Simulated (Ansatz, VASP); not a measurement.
## La2P6Ru: VASP beside Ansatz

```xyz
9
Lattice="0.0000 4.3681 4.3681 4.3681 0.0000 4.3681 4.3681 4.3681 0.0000" Properties=species:S:1:pos:R:3 pbc="T T T"
La    2.1841    2.1841    2.1841
La    6.5522    6.5522    6.5522
P     6.3203    4.3681    4.3681
P     4.3681    6.3203    4.3681
P     2.4159    4.3681    4.3681
P     4.3681    2.4159    4.3681
P     4.3681    4.3681    6.3203
P     4.3681    4.3681    2.4159
Ru    0.0000    0.0000    0.0000
```

Change from the starting cell: species swapped into the Rb2WCl6 type (Fm-3m, No. 225).

Alike in both runs: functional PBE; k mesh 4 × 4 × 4; occupations gaussian, width 0.1 eV; no spin polarisation.

Ansatz relaxed the structure, and its values are those at the end. VASP's run is a single point on that final structure, the one shown.

|  | VASP | Ansatz |
| --- | --- | --- |
| version | VASP 6.6.1 | Ansatz 0.2.0 |
| potentials or method | VASP PAW PBE potentials, release 64 (La, P, Ru_pv), cutoff 520 eV | scalar-relativistic, plane waves, PAW |
| valence electrons in the cell | 66 | 68 |

```csv
,VASP,Ansatz,Ansatz less VASP
gap on the k mesh at the Fermi level (eV),none,none,-
pressure (GPa),-0.3,-0.2,+0.10
rms of the force components (eV/Å),0.019,0.017,-0.0022
```

A gap of «none» marks a metal or a gap that the smearing closes. VASP's potentials hold 66 valence electrons a cell and Ansatz's 68, so a difference there can come from the potentials and not from the codes.

Spin-orbit coupling is off throughout.
